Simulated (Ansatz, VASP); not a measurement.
# Two plane-wave programs on CrO2

```
Cr O
1.0
     2.89038   -0.11097    0.00000
    -1.34926    2.55870    0.00000
     0.00000    0.00000   28.53791
Cr O
1 2
Direct
  0.50000 0.00000 0.29785
  0.16666 0.33334 0.26458
  0.83334 0.66666 0.33112
```

Change from the starting cell: species swapped into a sheet of the MnO2 type.

Alike in both runs: functional PBE; k mesh 6 × 6 × 1; occupations gaussian, width 0.1 eV; collinear spin.

Ansatz relaxed the structure, and its values are those at the end. VASP's run is a single point on that final structure, the one shown.

|  | VASP | Ansatz |
| --- | --- | --- |
| version | VASP 6.6.1 | Ansatz 0.2.0 |
| potentials or method | VASP PAW PBE potentials, release 64 (Cr_pv, O), cutoff 520 eV | scalar-relativistic, plane waves, PAW |
| valence electrons in the cell | 24 | 26 |

```tsv
	VASP	Ansatz	Ansatz less VASP
gap on the k mesh at the Fermi level (eV)	none	none	-
rms of the force components (eV/Å)	0.031	0.000	-0.0310
net moment per atom (μB)	0.67	0.67	0.000
size of the moment on the site where the two differ most (μB)	2.07	1.74	-0.331
```

Site moments also hang on the region over which each program counts them. A gap of «none» marks a metal or a gap that the smearing closes. VASP's potentials hold 24 valence electrons a cell and Ansatz's 26, so a difference there can come from the potentials and not from the codes. Ansatz's warnings: slab cell height set.

The k mesh is coarse, so the values compare programs but aren't converged.
